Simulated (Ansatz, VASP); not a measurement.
**One calculation of MnO, two programs**

```
CELL_PARAMETERS angstrom
0.00000 2.14755 2.14755
2.14755 0.00000 2.14755
2.14755 2.14755 0.00000
ATOMIC_POSITIONS crystal
Mn 0.00000 0.00000 0.00000
O 0.50000 0.50000 0.50000
```

Alike in both runs: task single point; functional PBEsol; k mesh 16 × 16 × 16; occupations gaussian, width 0.1 eV; collinear spin.

|  | VASP | Ansatz |
| --- | --- | --- |
| version | VASP 6.6.1 | Ansatz 0.2.0 |
| potentials or method | VASP PAW PBE potentials, release 64 (Mn_pv, O), cutoff 520 eV | scalar-relativistic, plane waves, PAW |
| valence electrons in the cell | 19 | 21 |

VASP gave:

| Property | Result |
| --- | --- |
| gap on the k mesh at the Fermi level (eV) | none |
| pressure (GPa) | 3.9 |
| net moment per atom (μB) | 2.20 |
| size of the moment on the site where the two differ most (μB) | 4.04 |

Task: Estimate Ansatz's values.

Result: gap on the k mesh at the Fermi level (eV): none; pressure (GPa): 3.4; net moment per atom (μB): 2.20; size of the moment on the site where the two differ most (μB): 3.72.

VASP's potentials were made for PBE, not for PBEsol. Site moments also hang on the region over which each program counts them. A gap of «none» marks a metal or a gap that the smearing closes. VASP's potentials hold 19 valence electrons a cell and Ansatz's 21, so a difference there can come from the potentials and not from the codes.
